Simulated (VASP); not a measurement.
Input of a VASP 6.6.1 run:

The input INCAR:

```
ALGO = Normal
EDIFF = 1E-6
ENCUT = 500
GGA = PE
GGA_COMPAT = F
ISIF = 2
ISMEAR = -1
LASPH = T
LCHARG = F
LMAXMIX = 6
LREAL = F
LWAVE = F
NBANDS = 24
NELM = 200
PREC = Accurate
SIGMA = 0.08
```

Contents of KPOINTS:

```
k-points
0
Gamma
  7 7 9
```

Contents of POSCAR:

```
La
1.0
    5.5357111485      0.0000000000      0.0000000000
   -2.7678555743      4.7940664827      0.0000000000
    0.0000000000      0.0000000000      3.2792606392
La
3
Direct
    0.0000000000      0.0000000000      0.0000000000
    0.3333333333      0.6666666667      0.5000000000
    0.6666666667      0.3333333333      0.5000000000
```

Potentials or basis: VASP PAW PBE potentials, release 64 (La).

Run with:

```console
$ cat potpaw_PBE.64/La/POTCAR > POTCAR
$ mpirun -np 1 vasp_std > vasp.out
```

Task: Predict the pressure.

Result: 9.1 GPa.

Task: What does it give for the band gap on the k mesh?

Result: Zero (an odd number of electrons rules out a gap without spin polarisation).

Caveat: the cell stands under pressure; spin-orbit coupling is left out, which moves the levels of the heavy elements.
